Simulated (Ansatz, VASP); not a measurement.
One calculation of GaP, two programs

```
CELL_PARAMETERS angstrom
0.00000 2.69566 2.69566
2.69566 0.00000 2.69566
2.69566 2.69566 0.00000
ATOMIC_POSITIONS crystal
Ga 0.00000 0.00000 0.00000
P 0.75000 0.75000 0.75000
```

Alike in both runs: functional LDA; k mesh 8 × 8 × 8; occupations gaussian, width 0.02 eV; no spin polarisation.

Ansatz relaxed the structure, and its values are those at the end. VASP's run is a single point on that final structure, the one shown.

|  | VASP | Ansatz |
| --- | --- | --- |
| version | VASP 6.6.1 | Ansatz 0.2.0 |
| potentials or method | VASP PAW LDA potentials, release 64 (Ga_d, P), cutoff 500 eV | scalar-relativistic, plane waves, PAW |
| valence electrons in the cell | 18 | 18 |

```tsv
	VASP	Ansatz	Ansatz less VASP
gap on the k mesh at the Fermi level (eV)	1.43	1.43	+0.001
least direct gap on the mesh (eV)	1.91	1.88	-0.029
pressure (GPa)	0.1	0.0	-0.08
```

LDA's correlation is that of Perdew and Zunger in VASP and of Perdew and Wang (1992) in Ansatz.
